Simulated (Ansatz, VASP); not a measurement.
## Two plane-wave programs on ScAl2

```xyz
6
Lattice="0.0000 3.6607 3.6607 3.6607 0.0000 3.6607 3.6607 3.6607 0.0000" Properties=species:S:1:pos:R:3 pbc="T T T"
Sc    3.6607    3.6607    3.6607
Sc    5.4911    5.4911    5.4911
Al    0.9152    0.9152    0.9152
Al    0.9152    2.7456    2.7456
Al    2.7456    0.9152    2.7456
Al    2.7456    2.7456    0.9152
```

Alike in both runs: task single point; functional r2SCAN; k mesh 8 × 8 × 8; occupations gaussian, width 0.1 eV; no spin polarisation.

|  | VASP | Ansatz |
| --- | --- | --- |
| version | VASP 6.6.1 | Ansatz 0.2.0 |
| potentials or method | VASP PAW PBE potentials, release 64 (Sc_sv, Al), cutoff 520 eV | scalar-relativistic, plane waves, PAW |
| valence electrons in the cell | 34 | 34 |

```tsv
	VASP	Ansatz	Ansatz less VASP
gap on the k mesh at the Fermi level (eV)	none	none	-
pressure (GPa)	10.8	10.8	-0.04
```

VASP's potentials were made for PBE, not for r2SCAN. A gap of «none» marks a metal or a gap that the smearing closes. With one functional, cell and mesh, what is left measures potentials, basis and numerics.
